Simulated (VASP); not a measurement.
A run of VASP 6.6.1 is set up as follows.

The input INCAR:

```
SYSTEM = Hg
ALGO     = Normal         ! electronic algorithm
EDIFF    = 1E-6           ! SCF threshold, eV
ENCUT    = 520            ! plane-wave cutoff, eV
ISIF     = 2              ! what is computed and relaxed
ISMEAR   = -1             ! smearing method
LASPH    = .True.         ! aspherical terms in the spheres
LCHARG   = .False.        ! write CHGCAR
LREAL    = .False.        ! projectors in reciprocal space
LWAVE    = .False.        ! write WAVECAR
NBANDS   = 19             ! bands
NELM     = 80             ! most SCF steps
PREC     = Accurate       ! precision mode
SIGMA    = 0.1            ! smearing width, eV
```

KPOINTS

```
k-points
0
Gamma
  12 12 12
  0 0 0
```

Contents of POSCAR:

```
Hg
1.0
    0.0000000000      2.6857612589      2.6857612589
    2.6857612589      0.0000000000      2.6857612589
    2.6857612589      2.6857612589      0.0000000000
Hg
2
Direct
   -0.1250000000     -0.1250000000     -0.1250000000
    0.1250000000      0.1250000000      0.1250000000
```

Potentials or basis: VASP PAW LDA potentials, release 64 (Hg).

Launch:

```console
$ cat potpaw_LDA.64/Hg/POTCAR > POTCAR
$ mpirun -np 1 vasp_std > vasp.out
```

Problem. Predict the band gap on the k mesh.

Solution. Zero (bands 12 and 13 overlap by 9.81 eV).

Problem. Estimate the pressure.

Solution. 88.7 GPa.

Caveat: the cell stands under pressure; spin-orbit coupling is left out, which moves the levels of the heavy elements.
